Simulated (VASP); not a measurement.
# MgS (I-4m2) in VASP: single point with r2SCAN

Aim: the single point of MgS with r2SCAN.

Program: VASP 6.6.1. These are calculated values, not measurements. Logs are shortened: lines on timing, memory, paths and dates and some standing lists are left out, and cuts for length are marked.

## (1) The cell of the first run

It takes space group I-4m2 (No. 119, tetragonal). Conventional cell: a = 4.003 Å, b = 4.003 Å, c = 5.871 Å, α = 90.00°, β = 90.00°, γ = 90.00°. Within 3.3 Å of Mg (site symmetry -4m2) lie 4 S at 2.48 Å. S (site symmetry -4m2) has 4 Mg at 2.48 Å within 3.3 Å.

## (2) Single point, r2SCAN (uniaxial z strain +3.7%)

Contents of POSCAR:

```
MgS
1.0
    0.0000000000      2.8308768389      2.9353361943
    2.8308768389      0.0000000000      2.9353361943
    2.8308768389      2.8308768389      0.0000000000
Mg S
1 1
Direct
    0.0000000000      0.0000000000      0.0000000000
    0.2500000000      0.2500000000      0.2500000000
```

Contents of INCAR.step1:

```
SYSTEM = MgS
PREC     = Accurate       ! precision mode
ENCUT    = 920            ! plane-wave cutoff, eV
ISMEAR   = 0              ! smearing method
SIGMA    = 0.01           ! smearing width, eV
LREAL    = .False.        ! projectors in reciprocal space
LASPH    = .True.         ! aspherical terms in the spheres
NELM     = 120            ! most SCF steps
NBANDS   = 15             ! bands
GGA      = PE             ! functional
ALGO     = Normal         ! electronic algorithm
EDIFF    = 1E-5           ! SCF threshold, eV
LWAVE    = .True.         ! write WAVECAR
LCHARG   = .False.        ! write CHGCAR
GGA_COMPAT= .False.
```

Contents of INCAR.step2:

```
SYSTEM = MgS
PREC     = Accurate       ! precision mode
ENCUT    = 920            ! plane-wave cutoff, eV
EDIFF    = 1E-6           ! SCF threshold, eV
ISMEAR   = 0              ! smearing method
SIGMA    = 0.01           ! smearing width, eV
LREAL    = .False.        ! projectors in reciprocal space
LASPH    = .True.         ! aspherical terms in the spheres
NELM     = 120            ! most SCF steps
ALGO     = Normal         ! electronic algorithm
ISIF     = 2              ! what is computed and relaxed
LWAVE    = .False.        ! write WAVECAR
LCHARG   = .False.        ! write CHGCAR
METAGGA  = R2SCAN         ! meta-GGA
LMIXTAU  = .True.       
NBANDS   = 15             ! bands
ISTART   = 1            
GGA_COMPAT= .False.
```

Contents of KPOINTS:

```
regular mesh
0
Gamma
  8 8 8
  0 0 0
```

Potentials or basis: VASP PAW PBE potentials, release 64 (Mg_sv, S).

The run is started by

```bash
$ cat potpaw_PBE.64/Mg_sv/POTCAR potpaw_PBE.64/S/POTCAR > POTCAR
$ cp INCAR.step1 INCAR
$ mpirun -np 1 vasp_std > vasp.out
$ cp INCAR.step2 INCAR
$ mpirun -np 1 vasp_std > vasp.out
```

OUTCAR:

```text
SYSTEM = MgS
   PREC = Accurate
   ENCUT = 920
   EDIFF = 1E-6
   ISMEAR = 0
   LREAL = .False.
   LASPH = .True.
   NELM = 120
   ISIF = 2
   METAGGA = R2SCAN
   ISTART = 1

 ion  position               nearest neighbor table
   1  0.000  0.000  0.000-   2 2.48   2 2.48   2 2.48   2 2.48
   2  0.250  0.250  0.250-   1 2.48   1 2.48   1 2.48   1 2.48

  LATTYP: Found a body centered tetragonal cell.
 ALAT       =     4.0034644190
 C/A-ratio  =     1.4663980428

  Lattice vectors:

 A1 = (  -2.8308768389,   0.0000000000,   2.9353361943)
 A2 = (   2.8308768389,   0.0000000000,   2.9353361943)
 A3 = (   0.0000000000,   2.8308768389,  -2.9353361943)

Analysis of symmetry for initial positions (statically):
=====================================================================
 Subroutine PRICEL returns:
 Original cell was already a primitive cell.

 Routine SETGRP: Setting up the symmetry group for a
 body centered tetragonal supercell.

 Subroutine GETGRP returns: Found  8 space group operations
 (whereof  8 operations were pure point group operations)
 out of a pool of 16 trial point group operations.

The static configuration has the point symmetry D_2d.

Analysis of symmetry for dynamics (positions and initial velocities):
=====================================================================
 Subroutine PRICEL returns:
 Original cell was already a primitive cell.

 Routine SETGRP: Setting up the symmetry group for a
 body centered tetragonal supercell.

 Subroutine GETGRP returns: Found  8 space group operations
 (whereof  8 operations were pure point group operations)
 out of a pool of 16 trial point group operations.

The dynamic configuration has the point symmetry D_2d.

 Subroutine INISYM returns: Found  8 space group operations
 (whereof  8 operations are pure point group operations),
 and found     1 'primitive' translations

----------------------------------------------------------------------------------------

                                     Primitive cell

  volume of cell :      47.0468

  direct lattice vectors                    reciprocal lattice vectors
     0.000000000  2.830876839  2.935336194    -0.176623721  0.176623721  0.170338240
     2.830876839  0.000000000  2.935336194     0.176623721 -0.176623721  0.170338240
     2.830876839  2.830876839  0.000000000     0.176623721  0.176623721 -0.170338240

  length of vectors
     4.077997333  4.077997333  4.003464419     0.302335895  0.302335895  0.302335895

  position of ions in fractional coordinates (direct lattice)
     0.000000000  0.000000000  0.000000000
     0.250000000  0.250000000  0.250000000

  ion indices of the primitive-cell ions
   primitive index   ion index
                 1           1
                 2           2

----------------------------------------------------------------------------------------

 KPOINTS: regular mesh

Automatic generation of k-mesh.
 Grid dimensions read from file:
 generate k-points for:    8    8    8

 Generating k-lattice:

  Cartesian coordinates                     Fractional coordinates (reciprocal lattice)
    -0.022077965  0.022077965  0.021292280     0.125000000 -0.000000000  0.000000000
     0.022077965 -0.022077965  0.021292280    -0.000000000  0.125000000  0.000000000
     0.022077965  0.022077965 -0.021292280     0.000000000  0.000000000  0.125000000

  Length of vectors
     0.037791987  0.037791987  0.037791987

  Shift w.r.t. Gamma in fractional coordinates (k-lattice)
     0.000000000  0.000000000  0.000000000

 Subroutine IBZKPT returns following result:
 ===========================================

 Found     59 irreducible k-points:

 Following reciprocal coordinates:
            Coordinates               Weight
  0.000000  0.000000  0.000000      1.000000
  0.125000  0.000000  0.000000      8.000000
  0.250000  0.000000  0.000000      8.000000
  0.375000 -0.000000  0.000000      8.000000
  0.500000  0.000000  0.000000      4.000000
  0.125000  0.125000  0.000000      2.000000
[... 16 lines left out ...]
  0.250000  0.000000  0.125000     16.000000
  0.375000  0.000000  0.125000     16.000000
 [... further k-points ...]
   k-points           NKPTS =     59   k-points in BZ     NKDIM =     59   number of bands    NBANDS=     15
   number of dos      NEDOS =    301   number of ions     NIONS =      2
   total plane-waves  NPLWV =  64000
   dimension x,y,z NGX =    40 NGY =   40 NGZ =   40
   dimension x,y,z NGXF=    80 NGYF=   80 NGZF=   80
   ions per type =               1   1
   NGX,Y,Z   is equivalent  to a cutoff of  16.31, 16.31, 16.61 a.u.
   NGXF,Y,Z  is equivalent  to a cutoff of  32.61, 32.61, 33.22 a.u.
 SYSTEM =  MgS
   PREC   = accura    normal or accurate (medium, high low for compatibility)
   ISTART =      1    job   : 0-new  1-cont  2-samecut
   ICHARG =      0    charge: 1-file 2-atom 10-const
   ISPIN  =      1    spin polarized calculation?
   LNONCOLLINEAR =      F non collinear calculations
   LSORBIT =      F    spin-orbit coupling
   LASPH  =      T    aspherical Exc in radial PAW
   ENCUT  =  920.0 eV  67.62 Ry    8.22 a.u.  10.09 10.09  9.90*2*pi/ulx,y,z
   NELM   =    120;   NELMIN=  2; NELMDL=  0     # of ELM steps
   EDIFF  = 0.1E-05   stopping-criterion for ELM
   LREAL  =      F    real-space projection
   EDIFFG = 0.1E-04   stopping-criterion for IOM
   NSW    =      0    number of steps for IOM
   IBRION =     -1    ionic relax: 0-MD 1-quasi-New 2-CG
   NFREE  =      0    steps in history (QN), initial steepest desc. (CG)
   ISIF   =      2    stress and relaxation
   ISYM   =      2    0-nonsym 1-usesym 2-fastsym
   POTIM  = 0.5000    time-step for ionic-motion
   TEBEG  =    0.0;   TEEND  =   0.0 temperature during run
   PSTRESS=    0.0 pullay stress
   NELECT =      16.0000    total number of electrons
   NUPDOWN=      -1.0000    fix difference up-down
   EMIN   =  10.00;   EMAX   =-10.00  energy-range for DOS
   EFERMI =   0.00;   METHOD = LEGACY
   ISMEAR =     0;   SIGMA  =   0.01  broadening in eV -4-tet -1-fermi 0-gaus
   EFERMI_NEDOS =   21; number of points for ismear=-14 and -15
   IALGO  =     38    algorithm
   IMIX   =      4    mixing-type and parameters
     AMIX     =   0.40;   BMIX     =  1.00
     AMIX_MAG =   1.60;   BMIX_MAG =  1.00
  volume/ion in A,a.u.               =      23.52       158.74
  Fermi-wavevector in a.u.,A,eV,Ry     =   1.142716  2.159420 17.766479  1.305799
  Thomas-Fermi vector in A             =   2.279413
   LORBIT       =      0    0 simple, 1 ext, 2 COOP (PROOUT), +10 PAW based schemes
   METAGGA = R2SCAN    functional components
   LHFCALC =     F    Hartree Fock is set to
   AEXX    =    0.0000 exact exchange contribution
   IVDW    =     0    specifies the selected vdW correction
   LEPSILON=     F    determine dielectric tensor
   LRPA    =     F    only Hartree local field effects (RPA)
 non-spin polarized calculation
 Gauss-broadening in eV      SIGMA  =   0.01
  energy-cutoff  :      920.00
  volume of cell :       47.05
 maximum number of plane-waves:      2994
   NGX = 21   NGY = 21   NGZ = 19

 number of electron      15.9999993 magnetization

 Free energy of the ion-electron system (eV)
  ---------------------------------------------------
  ext. energy  EPLUGINS =         0.00000000
  ---------------------------------------------------
  free energy    TOTEN  =       -15.46562616 eV

  energy without entropy =      -15.46562616  energy(sigma->0) =      -15.46562616

 E-fermi :   0.6394     XC(G=0):  -8.8112

 val. band max:        0.4864815576   @ k =   0.0000   0.0000   0.0000
 cond. band min:       4.4017711990   @ k =   0.0000   0.0000   0.0000
 fundamental gap:      3.9152896414
 Fermi energy:         0.6394039295

 k-point     1 :       0.0000    0.0000    0.0000
  band No.  band energies     occupation
      1     -76.2415      2.00000
      2     -41.3527      2.00000
      3     -41.3527      2.00000
      4     -41.3436      2.00000
      5     -11.1656      2.00000
      6       0.3826      2.00000
      7       0.4865      2.00000
      8       0.4865      2.00000
      9       4.4018      0.00000
     10       8.9667      0.00000
     11       8.9876      0.00000
     12       8.9876      0.00000
     13      11.5049      0.00000
     14      12.1360      0.00000
     15      14.4673      0.00000

 k-point     2 :       0.1250    0.0000    0.0000
  band No.  band energies     occupation
      1     -76.2414      2.00000
      2     -41.3530      2.00000
      3     -41.3528      2.00000
      4     -41.3437      2.00000
      5     -11.0817      2.00000
      6      -0.1861      2.00000
      7       0.3585      2.00000
      8       0.4445      2.00000
      9       5.0352      0.00000
     10       8.7774      0.00000
     11       9.1393      0.00000
     12       9.1795      0.00000
     13      11.1184      0.00000
     14      11.6141      0.00000
     15      14.1860      0.00000

 k-point     3 :       0.2500    0.0000    0.0000
  band No.  band energies     occupation
      1     -76.2414      2.00000
      2     -41.3536      2.00000
      3     -41.3529      2.00000
      4     -41.3440      2.00000
      5     -10.8660      2.00000
      6      -1.3175      2.00000
      7       0.2183      2.00000
      8       0.3488      2.00000
      9       5.9170      0.00000
     10       8.7260      0.00000
     11       9.0996      0.00000
     12       9.2968      0.00000
     13      11.3853      0.00000
     14      11.5056      0.00000
     15      13.3322      0.00000
[... 343 lines left out ...]
 k-point    23 :       0.2500    0.0000    0.1250
  band No.  band energies     occupation
      1     -76.2414      2.00000
      2     -41.3536      2.00000
      3     -41.3530      2.00000
      4     -41.3439      2.00000
      5     -10.8771      2.00000
      6      -1.0179      2.00000
      7       0.0679      2.00000
      8       0.1774      2.00000
      9       6.0576      0.00000
     10       8.1361      0.00000
     11       9.2065      0.00000
     12       9.6527      0.00000
     13      10.5845      0.00000
     14      12.1826      0.00000
     15      14.4964      0.00000

 k-point    24 :       0.3750    0.0000    0.1250
  band No.  band energies     occupation
      1     -76.2414      2.00000
      2     -41.3542      2.00000
      3     -41.3531      2.00000
      4     -41.3442      2.00000
      5     -10.6429      2.00000
      6      -1.9235      2.00000
      7      -0.0728      2.00000
      8       0.0371      2.00000
      9       6.4630      0.00000
     10       8.2045      0.00000
     11       8.9830      0.00000
     12       9.3775      0.00000
     13      11.8003      0.00000
     14      13.3265      0.00000
     15      14.1625      0.00000

 [... further k-points ...]

------------------------ aborting loop because EDIFF is reached ----------------------------------------

  FORCE on cell =-STRESS in cart. coord.  units (eV):
  Direction    XX          YY          ZZ          XY          YZ          ZX
  --------------------------------------------------------------------------------------
  -------------------------------------------------------------------------------------
  Total       -0.4857571     -0.4857571     -0.7684722      0.0000000      0.0000000     -0.0000000
  in kB      -16.5424535    -16.5424535    -26.1703147      0.0000000      0.0000000     -0.0000000
  external PRESSURE =     -19.7517406 kB  Pullay stress =       0.0000000 kB

 VOLUME and BASIS-vectors are now :
 -----------------------------------------------------------------------------
  energy-cutoff  :      920.00
  volume of cell :       47.05
      direct lattice vectors                 reciprocal lattice vectors
     0.000000000  2.830876839  2.935336194    -0.176623721  0.176623721  0.170338240
     2.830876839  0.000000000  2.935336194     0.176623721 -0.176623721  0.170338240
     2.830876839  2.830876839  0.000000000     0.176623721  0.176623721 -0.170338240

 POSITION                                       TOTAL-FORCE (eV/Angst)
 -----------------------------------------------------------------------------------
      0.00000      0.00000      0.00000        -0.000000     -0.000000     -0.000000
      1.41544      1.41544      1.46767         0.000000      0.000000      0.000000
 -----------------------------------------------------------------------------------
    total drift:                               -0.000000     -0.000000      0.000000

  FREE ENERGIE OF THE ION-ELECTRON SYSTEM (eV)
  ---------------------------------------------------
  free  energy   TOTEN  =       -15.4656261622 eV

  energy  without entropy=      -15.4656261622  energy(sigma->0) =      -15.46562616
```

Wall time 2.1 min (1 thread of Intel Xeon 6975P-C (Granite Rapids), shared host); peak memory 0.31 GiB.

Results:

```yaml
Free_energy: -15.4656 eV
Pressure: -2.0 GPa
Band_gap_on_the_k_mesh: 3.92 eV
```

Stress tensor (GPa, compression positive):
```
-1.65  0.00  0.00
 0.00 -1.65  0.00
 0.00  0.00 -2.62
```

Levels at points of the mesh, in eV from the valence-band top:
```csv
k point,band 5,band 6,band 7,band 8,band 9,band 10,band 11,band 12
"(0.00, 0.00, 0.00)",-11.65,-0.10,0.00,0.00,3.92,8.48,8.50,8.50
"(0.50, 0.00, 0.00)",-11.01,-3.05,-0.45,-0.26,5.62,7.99,8.31,9.05
"(0.50, 0.50, 0.00)",-10.84,-2.85,-0.92,-0.92,4.37,6.38,11.45,13.06
"(0.50, 0.00, 0.50)",-10.78,-2.69,-1.10,-1.09,4.28,6.11,11.88,12.53
```

Caveat: the cell differs from its parent crystal (uniaxial z strain +3.7%); the structure was generated, so it needn't be the stable form of MgS; the PAW data sets were made with another functional, which shifts forces and pressure a little. A k mesh can miss the band edges.
